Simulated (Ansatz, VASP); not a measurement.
# Two plane-wave programs on Mg3Ti

The input INCAR:

```
SYSTEM = Mg3Ti
  PREC = Accurate
  ENCUT = 520
  EDIFF = 1E-6
  ISMEAR = 0
  SIGMA = 0.1
  LREAL = .FALSE.
  LASPH = .TRUE.
  NELM = 150
  ALGO = Normal
  ISIF = 2
  LWAVE = .FALSE.
  LCHARG = .FALSE.
  ISPIN = 2
  MAGMOM = 0 0 0 1
  LORBIT = 11
  LMAXMIX = 4
  GGA = PE
  NBANDS = 21
```

The input KPOINTS:

```
regular mesh
0
G
  6 6 6
  0 0 0
```

POSCAR

```
Mg3Ti
1.0
   -2.2009700000      2.2009700000      4.3775730000
    2.2009700000     -2.2009700000      4.3775730000
    2.2009700000      2.2009700000     -4.3775730000
Mg Ti
3 1
Direct
    0.5000000000      0.5000000000      0.0000000000
    0.2500000000      0.7500000000      0.5000000000
    0.7500000000      0.2500000000      0.5000000000
    0.0000000000      0.0000000000      0.0000000000
```

Input for Ansatz:

```yaml
crystal:
  lattice:
    - [-2.20097, 2.20097, 4.377573]
    - [2.20097, -2.20097, 4.377573]
    - [2.20097, 2.20097, -4.377573]
  atoms:
    - { symbol: Mg, position: [0.5, 0.5, 0.0] }
    - { symbol: Mg, position: [0.25, 0.75, 0.5] }
    - { symbol: Mg, position: [0.75, 0.25, 0.5] }
    - { symbol: Ti, position: [0.0, 0.0, 0.0], spin: 1.0 }
basis:
  ecutwfc: 420
kpoints:
  mp_grid: { grid: [6, 6, 6] }
hamiltonian:
  xc: pbe
scf:
  occupations: { method: gaussian, width: 0.1 }
  lower_state_search: "off"
output:
  forces: true
  stress: true
  eigenvalues: true
  populations: true
magnetization:
  spin_polarized: true
```

Alike in both runs: task single point; functional PBE; k mesh 6 × 6 × 6; occupations gaussian, width 0.1 eV; collinear spin.

|  | VASP | Ansatz |
| --- | --- | --- |
| version | VASP 6.6.1 | Ansatz 0.2.0 |
| potentials or method | VASP PAW PBE potentials, release 64 (Mg, Ti_sv), cutoff 520 eV | scalar-relativistic, plane waves, PAW |
| valence electrons in the cell | 18 | 42 |

Ansatz gave:

* gap on the k mesh at the Fermi level (eV): none
* pressure (GPa): 0.2
* net moment per atom (μB): 0.51
* size of the moment on the site where the two differ most (μB): 1.42

Q: What did VASP give for the same quantities?

A: gap on the k mesh at the Fermi level (eV): none; pressure (GPa): 0.1; net moment per atom (μB): 0.51; size of the moment on the site where the two differ most (μB): 1.29.

Site moments also hang on the region over which each program counts them. A gap of «none» marks a metal or a gap that the smearing closes. The functional is the same, so the differences come from potentials, cutoffs and numerics. VASP's potentials hold 18 valence electrons a cell and Ansatz's 42, so a difference there can come from the potentials and not from the codes.
